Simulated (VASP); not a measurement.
# CrB5 (P6/mmm) in VASP: a series of runs

The runs below take CrB5 through single point, relaxation of cell and atoms, with PBE.

Everything below comes from runs of VASP 6.6.1. Logs are shortened: lines on timing, memory, paths and dates and some standing lists are left out, and cuts for length are marked.

## Step 1: The cell of the first run

It takes space group P6/mmm (No. 191, hexagonal). Conventional cell: a = 3.345 Å, b = 3.345 Å, c = 4.192 Å, α = 90.00°, β = 90.00°, γ = 120.00°. Within 2.8 Å of Cr (site symmetry 6/mmm) lie 14 B at 2.10 to 2.28 Å. B (site symmetry 3m) has 8 B at 1.79 to 2.41 Å and 3 Cr at 2.28 Å within 2.5 Å. Within 2.8 Å of B (site symmetry 6/mmm) lie 2 Cr at 2.10 Å and 12 B at 2.13 Å.

The cell was built from a structure type or drawn by symmetry, and may not be a known phase.

## Step 2: Single point, PBE, collinear spin, ferromagnetic start

File INCAR:

```
SYSTEM = CrB5
PREC     = Accurate       ! precision mode
ENCUT    = 520            ! plane-wave cutoff, eV
EDIFF    = 1E-6           ! SCF threshold, eV
ISMEAR   = 0              ! smearing method
SIGMA    = 0.1            ! smearing width, eV
LREAL    = .False.        ! projectors in reciprocal space
LASPH    = .True.         ! aspherical terms in the spheres
NELM     = 150            ! most SCF steps
ALGO     = Normal         ! electronic algorithm
ISIF     = 2              ! what is computed and relaxed
LWAVE    = .False.        ! write WAVECAR
LCHARG   = .False.        ! write CHGCAR
ISPIN    = 2              ! spin polarisation
MAGMOM   = 3 0 0 0 0 0    ! initial moments
LORBIT   = 11             ! projections on sites
LMAXMIX  = 4              ! l up to which the mixer works
GGA      = PE             ! functional
NBANDS   = 26             ! bands
```

File KPOINTS:

```
regular mesh
0
Gamma
  6 6 6
  0 0 0
```

File POSCAR:

```
CrB5
1.0
    3.3449771723     -0.0000000024      0.0000000000
   -1.6724885840      2.8968352075      0.0000000000
    0.0000000000      0.0000000000      4.1924113423
Cr B
1 5
Direct
    0.0000000000      0.0000000000      0.5000000000
    0.3333333333      0.6666666667      0.2130170424
    0.6666666667      0.3333333333      0.2130170424
    0.6666666667      0.3333333333      0.7869829576
    0.3333333333      0.6666666667      0.7869829576
    0.0000000000      0.0000000000      0.0000000000
```

Potentials or basis: VASP PAW PBE potentials, release 64 (Cr_pv, B).

The run is started by

```
> cat potpaw_PBE.64/Cr_pv/POTCAR potpaw_PBE.64/B/POTCAR > POTCAR
> mpirun -np 1 vasp_std > vasp.out
```

OUTCAR:

```text
SYSTEM = CrB5
   PREC = Accurate
   ENCUT = 520
   EDIFF = 1E-6
   ISMEAR = 0
   LREAL = .False.
   LASPH = .True.
   NELM = 150
   ISIF = 2
   ISPIN = 2
   LORBIT = 11
   GGA = PE

 ion  position               nearest neighbor table
   1  0.000  0.000  0.500-   6 2.10   6 2.10   4 2.28   5 2.28   2 2.28   3 2.28   2 2.28   5 2.28
                             3 2.28   4 2.28   3 2.28   4 2.28   2 2.28   5 2.28
   2  0.333  0.667  0.213-   5 1.79   3 1.93   3 1.93   3 1.93   6 2.13   6 2.13   6 2.13   1 2.28
                             1 2.28   1 2.28
   3  0.667  0.333  0.213-   4 1.79   2 1.93   2 1.93   2 1.93   6 2.13   6 2.13   6 2.13   1 2.28
                             1 2.28   1 2.28
   4  0.667  0.333  0.787-   3 1.79   5 1.93   5 1.93   5 1.93   6 2.13   6 2.13   6 2.13   1 2.28
                             1 2.28   1 2.28
   5  0.333  0.667  0.787-   2 1.79   4 1.93   4 1.93   4 1.93   6 2.13   6 2.13   6 2.13   1 2.28
                             1 2.28   1 2.28
   6  0.000  0.000  0.000-   1 2.10   1 2.10   3 2.13   4 2.13   5 2.13   2 2.13   2 2.13   5 2.13
                             3 2.13   4 2.13   3 2.13   4 2.13   2 2.13   5 2.13

  LATTYP: Found a hexagonal cell.
 ALAT       =     3.3449771723
 C/A-ratio  =     1.2533452775

  Lattice vectors:

 A1 = (   3.3449771723,  -0.0000000024,   0.0000000000)
 A2 = (  -1.6724885840,   2.8968352075,   0.0000000000)
 A3 = (   0.0000000000,   0.0000000000,   4.1924113423)

Analysis of symmetry for initial positions (statically):
=====================================================================
 Subroutine PRICEL returns:
 Original cell was already a primitive cell.

 Routine SETGRP: Setting up the symmetry group for a
 hexagonal supercell.

 Subroutine GETGRP returns: Found 24 space group operations
 (whereof 24 operations were pure point group operations)
 out of a pool of 24 trial point group operations.

The static configuration has the point symmetry D_6h.

Analysis of symmetry for dynamics (positions and initial velocities):
=====================================================================
 Subroutine PRICEL returns:
 Original cell was already a primitive cell.

 Routine SETGRP: Setting up the symmetry group for a
 hexagonal supercell.

 Subroutine GETGRP returns: Found 24 space group operations
 (whereof 24 operations were pure point group operations)
 out of a pool of 24 trial point group operations.

The dynamic configuration has the point symmetry D_6h.

Analysis of structural, dynamic, and magnetic symmetry:
=====================================================================
 Subroutine PRICEL returns:
 Original cell was already a primitive cell.

 Routine SETGRP: Setting up the symmetry group for a
 hexagonal supercell.

 Subroutine GETGRP returns: Found 24 space group operations
 (whereof 24 operations were pure point group operations)
 out of a pool of 24 trial point group operations.

The overall configuration has the point symmetry D_6h.

 Subroutine INISYM returns: Found 24 space group operations
 (whereof 24 operations are pure point group operations),
 and found     1 'primitive' translations

----------------------------------------------------------------------------------------

                                     Primitive cell

  volume of cell :      40.6238

  direct lattice vectors                    reciprocal lattice vectors
     3.344977172 -0.000000002  0.000000000     0.298955703  0.172602155  0.000000000
    -1.672488584  2.896835208  0.000000000     0.000000000  0.345204310  0.000000000
     0.000000000  0.000000000  4.192411342     0.000000000  0.000000000  0.238526213

  length of vectors
     3.344977172  3.344977172  4.192411342     0.345204310  0.345204310  0.238526213

  position of ions in fractional coordinates (direct lattice)
     0.000000000  0.000000000  0.500000000
     0.333333333  0.666666667  0.213017042
     0.666666667  0.333333333  0.213017042
     0.666666667  0.333333333  0.786982958
     0.333333333  0.666666667  0.786982958
     0.000000000  0.000000000  0.000000000

  ion indices of the primitive-cell ions
   primitive index   ion index
                 1           1
                 2           2
                 3           3
                 4           4
                 5           5
                 6           6

----------------------------------------------------------------------------------------

 KPOINTS: regular mesh

Automatic generation of k-mesh.
 Grid dimensions read from file:
 generate k-points for:    6    6    6

 Generating k-lattice:

  Cartesian coordinates                     Fractional coordinates (reciprocal lattice)
     0.049825950  0.028767026  0.000000000     0.166666667  0.000000000  0.000000000
     0.000000000  0.057534052  0.000000000    -0.000000000  0.166666667  0.000000000
     0.000000000  0.000000000  0.039754369     0.000000000  0.000000000  0.166666667

  Length of vectors
     0.057534052  0.057534052  0.039754369

  Shift w.r.t. Gamma in fractional coordinates (k-lattice)
     0.000000000  0.000000000  0.000000000

 Subroutine IBZKPT returns following result:
 ===========================================

 Found     28 irreducible k-points:

 Following reciprocal coordinates:
            Coordinates               Weight
  0.000000  0.000000  0.000000      1.000000
  0.166667 -0.000000  0.000000      6.000000
  0.333333 -0.000000  0.000000      6.000000
  0.500000 -0.000000  0.000000      3.000000
  0.166667  0.166667  0.000000      6.000000
  0.333333  0.166667  0.000000     12.000000
[... 16 lines left out ...]
  0.166667 -0.000000  0.500000      6.000000
  0.333333 -0.000000  0.500000      6.000000
 [... further k-points ...]
   k-points           NKPTS =     28   k-points in BZ     NKDIM =     28   number of bands    NBANDS=     26
   number of dos      NEDOS =    301   number of ions     NIONS =      6
   total plane-waves  NPLWV =  25088
   dimension x,y,z NGX =    28 NGY =   28 NGZ =   32
   dimension x,y,z NGXF=    56 NGYF=   56 NGZF=   64
   ions per type =               1   5
   NGX,Y,Z   is equivalent  to a cutoff of  13.92, 13.92, 12.69 a.u.
   NGXF,Y,Z  is equivalent  to a cutoff of  27.83, 27.83, 25.38 a.u.
 SYSTEM =  CrB5
   PREC   = accura    normal or accurate (medium, high low for compatibility)
   ISTART =      0    job   : 0-new  1-cont  2-samecut
   ICHARG =      2    charge: 1-file 2-atom 10-const
   ISPIN  =      2    spin polarized calculation?
   LNONCOLLINEAR =      F non collinear calculations
   LSORBIT =      F    spin-orbit coupling
   LASPH  =      T    aspherical Exc in radial PAW
   ENCUT  =  520.0 eV  38.22 Ry    6.18 a.u.   6.22  6.22  7.80*2*pi/ulx,y,z
   NELM   =    150;   NELMIN=  2; NELMDL= -5     # of ELM steps
   EDIFF  = 0.1E-05   stopping-criterion for ELM
   LREAL  =      F    real-space projection
   EDIFFG = 0.1E-04   stopping-criterion for IOM
   NSW    =      0    number of steps for IOM
   IBRION =     -1    ionic relax: 0-MD 1-quasi-New 2-CG
   NFREE  =      0    steps in history (QN), initial steepest desc. (CG)
   ISIF   =      2    stress and relaxation
   ISYM   =      2    0-nonsym 1-usesym 2-fastsym
   POTIM  = 0.5000    time-step for ionic-motion
   TEBEG  =    0.0;   TEEND  =   0.0 temperature during run
   PSTRESS=    0.0 pullay stress
   NELECT =      27.0000    total number of electrons
   NUPDOWN=      -1.0000    fix difference up-down
   EMIN   =  10.00;   EMAX   =-10.00  energy-range for DOS
   EFERMI =   0.00;   METHOD = LEGACY
   ISMEAR =     0;   SIGMA  =   0.10  broadening in eV -4-tet -1-fermi 0-gaus
   EFERMI_NEDOS =   21; number of points for ismear=-14 and -15
   IALGO  =     38    algorithm
   IMIX   =      4    mixing-type and parameters
     AMIX     =   0.40;   BMIX     =  1.00
     AMIX_MAG =   1.60;   BMIX_MAG =  1.00
  volume/ion in A,a.u.               =       6.77        45.69
  Fermi-wavevector in a.u.,A,eV,Ry     =   1.428683  2.699819 27.771320  2.041134
  Thomas-Fermi vector in A             =   2.548718
   LORBIT       =     11    0 simple, 1 ext, 2 COOP (PROOUT), +10 PAW based schemes
   GGA     = PE    functional components
   LHFCALC =     F    Hartree Fock is set to
   AEXX    =    0.0000 exact exchange contribution
   IVDW    =     0    specifies the selected vdW correction
   LEPSILON=     F    determine dielectric tensor
   LRPA    =     F    only Hartree local field effects (RPA)
 spin polarized calculation
 Gauss-broadening in eV      SIGMA  =   0.10
  energy-cutoff  :      520.00
  volume of cell :       40.62
 maximum number of plane-waves:      1107
 NGX is ok and might be reduce to    28
   NGX = 13   NGY = 13   NGZ = 15

 number of electron      27.0000008 magnetization       1.1265848

 Free energy of the ion-electron system (eV)
  ---------------------------------------------------
  ext. energy  EPLUGINS =         0.00000000
  ---------------------------------------------------
  free energy    TOTEN  =       -39.19449061 eV

  energy without entropy =      -39.18543008  energy(sigma->0) =      -39.18996034

 E-fermi :  10.6400     XC(G=0): -13.2208

 val. band max:       10.5824373247   @ k =   0.1667   0.1667   0.5000
 cond. band min:      10.6450323804   @ k =   0.1667  -0.0000   0.1667
 fundamental gap:      0.0625950557
 Fermi energy:        10.6400237345

 spin component 1

 k-point     1 :       0.0000    0.0000    0.0000
  band No.  band energies     occupation
      1     -33.3934      1.00000
      2     -33.2740      1.00000
      3     -33.2740      1.00000
      4      -6.5399      1.00000
      5       1.0511      1.00000
      6       1.2057      1.00000
[... 17 lines left out ...]
     24      19.1942      0.00000
     25      19.1942      0.00000
[... 621 lines left out ...]
      3     -33.2844      1.00000
      4      -4.2248      1.00000
      5      -1.0968      1.00000
      6       0.2183      1.00000
[... 17 lines left out ...]
     24      19.6720      0.00000
     25      20.1758      0.00000

 [... further k-points ...]

 spin component 2

 k-point     1 :       0.0000    0.0000    0.0000
  band No.  band energies     occupation
      1     -32.4801      1.00000
      2     -32.0130      1.00000
      3     -32.0130      1.00000
      4      -6.5323      1.00000
      5       1.1820      1.00000
      6       1.2268      1.00000
[... 17 lines left out ...]
     24      19.4462      0.00000
     25      19.4463      0.00000
[... 621 lines left out ...]
      3     -32.0241      1.00000
      4      -4.2334      1.00000
      5      -1.0228      1.00000
      6       0.2231      1.00000
[... 17 lines left out ...]
     24      19.6475      0.00000
     25      20.3793      0.00000

 [... further k-points ...]

 [bands above 25 left out]

------------------------ aborting loop because EDIFF is reached ----------------------------------------

  FORCE on cell =-STRESS in cart. coord.  units (eV):
  Direction    XX          YY          ZZ          XY          YZ          ZX
  --------------------------------------------------------------------------------------
  -------------------------------------------------------------------------------------
  Total       -0.2380209     -0.2380209      1.4019602     -0.0000000     -0.0000000      0.0000000
  in kB       -9.3873897     -9.3873897     55.2924002     -0.0000000     -0.0000000      0.0000000
  external PRESSURE =      12.1725403 kB  Pullay stress =       0.0000000 kB

 VOLUME and BASIS-vectors are now :
 -----------------------------------------------------------------------------
  energy-cutoff  :      520.00
  volume of cell :       40.62
      direct lattice vectors                 reciprocal lattice vectors
     3.344977172 -0.000000002  0.000000000     0.298955703  0.172602155  0.000000000
    -1.672488584  2.896835208  0.000000000     0.000000000  0.345204310  0.000000000
     0.000000000  0.000000000  4.192411342     0.000000000  0.000000000  0.238526213

 POSITION                                       TOTAL-FORCE (eV/Angst)
 -----------------------------------------------------------------------------------
      0.00000      0.00000      2.09621        -0.000000      0.000000     -0.000000
      0.00000      1.93122      0.89306        -0.000000     -0.000000     -0.237371
      1.67249      0.96561      0.89306        -0.000000      0.000000     -0.237371
      1.67249      0.96561      3.29936         0.000000      0.000000      0.237371
      0.00000      1.93122      3.29936         0.000000     -0.000000      0.237371
      0.00000      0.00000      0.00000        -0.000000      0.000000     -0.000000
 -----------------------------------------------------------------------------------
    total drift:                               -0.000000      0.000000      0.000000

  FREE ENERGIE OF THE ION-ELECTRON SYSTEM (eV)
  ---------------------------------------------------
  free  energy   TOTEN  =       -39.1944906058 eV

  energy  without entropy=      -39.1854300780  energy(sigma->0) =      -39.18996034

 total charge

# of ion       s       p       d       tot
------------------------------------------
    1        0.326   6.441   4.579  11.346
    2        0.666   1.183   0.000   1.849
    3        0.666   1.183   0.000   1.849
    4        0.666   1.183   0.000   1.849
    5        0.666   1.183   0.000   1.849
    6        0.652   1.034   0.000   1.686
--------------------------------------------------
tot          3.643  12.206   4.579  20.427

 magnetization (x)

# of ion       s       p       d       tot
------------------------------------------
    1        0.020   0.026   1.119   1.165
    2       -0.007  -0.000   0.000  -0.007
    3       -0.007  -0.000   0.000  -0.007
    4       -0.007  -0.000   0.000  -0.007
    5       -0.007  -0.000   0.000  -0.007
    6       -0.014  -0.024   0.000  -0.038
--------------------------------------------------
tot         -0.020   0.001   1.119   1.099
```

Wall time 65 s (1 thread of Intel Xeon Platinum 8488C (Sapphire Rapids), shared host); peak memory 0.2 GiB.

What came out:

* Free energy: -39.1945 eV
* Pressure: 1.2 GPa
* Largest force: 0.237 eV/Å
* Net moment: 1.13 μB per cell
* Site moments: Cr +1.17; B -0.01, -0.04 (each value once) μB
* Valence electrons inside the program's atomic spheres: Cr 11.35; B 1.85, 1.69 (each value once)

Forces in eV/Å, atoms in the order of the input:
```
Cr   0.000  0.000  0.000
B    0.000  0.000 -0.237
B    0.000  0.000 -0.237
B    0.000  0.000  0.237
B    0.000  0.000  0.237
B    0.000  0.000  0.000
```

Levels at points of the mesh, in eV from the Fermi level:
Spin up:
```
           k point  band 11  band 12  band 13  band 14  band 15  band 16  band 17  band 18
(0.00, 0.00, 0.00)    -2.34    -2.33    -2.33    -0.72     0.08     0.08     0.33     0.33
(0.50, 0.00, 0.00)    -4.53    -3.85    -1.07    -0.88     2.19     2.30     2.73     2.79
(0.00, 0.00, 0.50)    -3.83    -3.83    -1.99    -0.68     1.30     1.30     1.34     1.79
(0.50, 0.00, 0.50)    -3.50    -3.02    -1.01    -0.87     0.29     1.98     3.89     3.96
```
Spin down:
```csv
k point,band 10,band 11,band 12,band 13,band 14,band 15,band 16,band 17
"(0.00, 0.00, 0.00)",-3.30,-1.77,-1.75,-1.75,-0.73,0.07,0.07,1.24
"(0.50, 0.00, 0.00)",-6.28,-4.25,-3.78,0.11,0.19,2.27,2.81,3.27
"(0.00, 0.00, 0.50)",-3.96,-3.84,-3.84,-1.99,-0.69,1.29,1.73,1.79
"(0.50, 0.00, 0.50)",-3.56,-3.52,-2.70,0.20,0.21,0.93,1.94,3.90
```

Caveat: the k points lie up to 0.36 Å⁻¹ apart; a cell with one magnetic atom can't hold antiferromagnetic order, which such compounds often take.

(Continued in part 2 of 3.)
